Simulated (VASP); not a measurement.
Here is a VASP 6.6.1 calculation.

The input INCAR:

```
PREC = Accurate
ENCUT = 520
EDIFF = 1E-6
ISMEAR = 0
SIGMA = 0.15
LREAL = False
LASPH = True
NELM = 80
ALGO = Normal
ISIF = 2
LWAVE = False
LCHARG = False
GGA = PS
NBANDS = 12
```

File KPOINTS:

```
Automatic mesh
0
Gamma
  20 20 20
```

POSCAR

```
Nb
1.0
   -1.6140315000      1.6140315000      1.6140315000
    1.6140315000     -1.6140315000      1.6140315000
    1.6140315000      1.6140315000     -1.6140315000
Nb
1
Direct
    0.0000000000      0.0000000000      0.0000000000
```

Potentials or basis: VASP PAW PBE potentials, release 64 (Nb_sv).

Command:

```bash
$ cat potpaw_PBE.64/Nb_sv/POTCAR > POTCAR
$ mpirun -np 1 vasp_std > vasp.out
```

Problem. Predict the pressure.

Solution. 7.6 GPa.

Problem. Estimate the band gap on the k mesh.

Solution. Zero (an odd number of electrons rules out a gap without spin polarisation).

Caveat: the cell differs from its parent crystal (strain -0.030 along x and y, -0.030 along z); the cell stands under pressure; the PAW data sets were made with another functional, which shifts forces and pressure a little.
